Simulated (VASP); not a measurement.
In, 2 atoms in the cell. The structure is hexagonal, space group P6_3/mmc (No. 194). Conventional cell: a = 3.235 Å, b = 3.235 Å, c = 5.592 Å, α = 90.00°, β = 90.00°, γ = 120.00°. In (site symmetry -6m2) has 12 In at 3.24 to 3.36 Å within 4.3 Å.  This cell differs from its parent crystal: strain -0.030 along x and y, +0.015 along z.

```yaml
Program: VASP 6.6.1
Task: single point
Functional: PBE
Dispersion: D3(BJ)
Potentials_or_basis: VASP PAW PBE potentials, release 64 (In_d)
Cutoff: 520 eV
k_mesh: 18 × 18 × 10
Occupations: gaussian, width 0.15 eV
Spin: no spin polarisation
Dipole_correction: no
Further_INCAR_settings: ALGO = Fast; EDIFF = 1e-06; NBANDS = 20
```

Potentials or basis: VASP PAW PBE potentials, release 64 (In_d).

Command:

```bash
$ cat potpaw_PBE.64/In_d/POTCAR > POTCAR
$ mpirun -np 1 vasp_std > vasp.out
```

Hardware: 1 thread of Intel(R) Xeon(R) 6975P-C (Granite Rapids), on a shared host.

Q: How long does it take, and how much memory?

A: It took 66 s on 1 thread of Intel(R) Xeon(R) 6975P-C (Granite Rapids) (shared host), peak memory 0.3 GiB. Counts: scf iterations 15, k points 222.
